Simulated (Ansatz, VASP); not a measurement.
## Two plane-wave programs on WC

```
C W
1.0
     5.66533    0.00000    0.00000
     0.00000    5.80381    0.00000
     0.00000    0.00000   25.75426
C W
12 12
Direct
  0.25000 0.00000 0.31063
  0.25000 0.50000 0.31063
  0.75000 0.00000 0.31063
  0.75000 0.50000 0.31063
  0.25000 0.75000 0.40821
  0.25000 0.25000 0.40821
  0.75000 0.75000 0.40821
  0.75000 0.25000 0.40821
  0.25002 0.49937 0.50683
  0.24994 0.00064 0.50691
  0.74994 0.49936 0.50687
  0.75003 0.00062 0.50693
  0.00000 0.75000 0.34316
  0.00000 0.25000 0.34316
  0.50000 0.75000 0.34316
  0.50000 0.25000 0.34316
  0.99999 0.49981 0.44112
  0.99999 0.00022 0.44114
  0.49999 0.49976 0.44115
  0.50000 0.00023 0.44117
  0.00003 0.25027 0.53733
  0.00005 0.74981 0.53713
  0.49997 0.25002 0.53766
  0.49989 0.74988 0.53675
```

Alike in both runs: task single point; functional PBE; dispersion D3(BJ); k mesh 4 × 3 × 1; occupations gaussian, width 0.1 eV; no spin polarisation.

```csv
,VASP,Ansatz
version,VASP 6.6.1,Ansatz 0.2.0
potentials or method,"VASP PAW PBE potentials, release 64 (C, W_sv), cutoff 520 eV","scalar-relativistic, plane waves, PAW"
valence electrons in the cell,216,216
```

```csv
,VASP,Ansatz,Ansatz less VASP
gap on the k mesh at the Fermi level (eV),none,none,-
rms of the force components (eV/Å),0.842,0.845,+0.0028
```

A gap of «none» marks a metal or a gap that the smearing closes.

The k mesh is coarse, so the values compare programs but aren't converged. Neither program's run includes spin-orbit coupling.
